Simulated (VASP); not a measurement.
Wanted: the native input for a VASP 6.6.1 run.

* Task: single point
* Functional: PBE
* Potentials or basis: VASP PAW PBE potentials, release 64 (Ta_sv_GW, N)
* Cutoff: 700 eV
* k mesh: 10 × 10 × 4
* Occupations: fermi-dirac, width 0.05 eV
* Spin: no spin polarisation
* Hubbard terms: Ta d U = 6.0 eV
* Dipole correction: no
* Further INCAR settings: ALGO = Normal; EDIFF = 1e-06; NBANDS = 30

The structure of Ta3N lies in POSCAR:

```
Ta3N
1.0
    3.0322239879      0.0000000000      0.0000000000
   -1.5161119940      2.6259830035      0.0000000000
    0.0000000000      0.0000000000      7.5241370000
Ta N
3 1
Direct
    0.6666666667      0.3333333333      0.8260700000
    0.3333333333      0.6666666667      0.1739300000
    0.0000000000      0.0000000000      0.5000000000
    0.0000000000      0.0000000000      0.0000000000
```

One way to write it, as run:

INCAR

```
SYSTEM = Ta3N
ALGO = Normal ; EDIFF = 1E-6
ENCUT = 700 ; GGA = PE
GGA_COMPAT = .False. ; ISIF = 2
ISMEAR = -1 ; LASPH = .True.
LCHARG = .False. ; LDAU = .True.
LDAUJ = 0 0 ; LDAUL = 2 -1
LDAUPRINT = 1 ; LDAUTYPE = 2
LDAUU = 6 0 ; LMAXMIX = 4
LREAL = .False. ; LWAVE = .False.
NBANDS = 30 ; NELM = 200
PREC = Accurate ; SIGMA = 0.05
```

KPOINTS

```
k-points
0
Gamma
  10 10 4
  0 0 0
```

Potentials or basis: VASP PAW PBE potentials, release 64 (Ta_sv_GW, N).

Run with:

```bash
$ cat potpaw_PBE.64/Ta_sv_GW/POTCAR potpaw_PBE.64/N/POTCAR > POTCAR
$ mpirun -np 1 vasp_std > vasp.out
```

Results of the run:

| Quantity | Value |
| --- | --- |
| Pressure | 18.6 GPa |
| Largest force | 0.537 eV/Å |
| Band gap on the k mesh | zero (bands 22 and 23 overlap by 0.49 eV) |

Caveat: the cell stands under pressure; spin-orbit coupling is left out, which moves the levels of the heavy elements; U without spin polarisation on a metal has little footing.

It took 94 s on 1 thread of Intel(R) Xeon(R) 6975P-C (Granite Rapids), with other jobs on the host, peak memory 0.3 GiB.
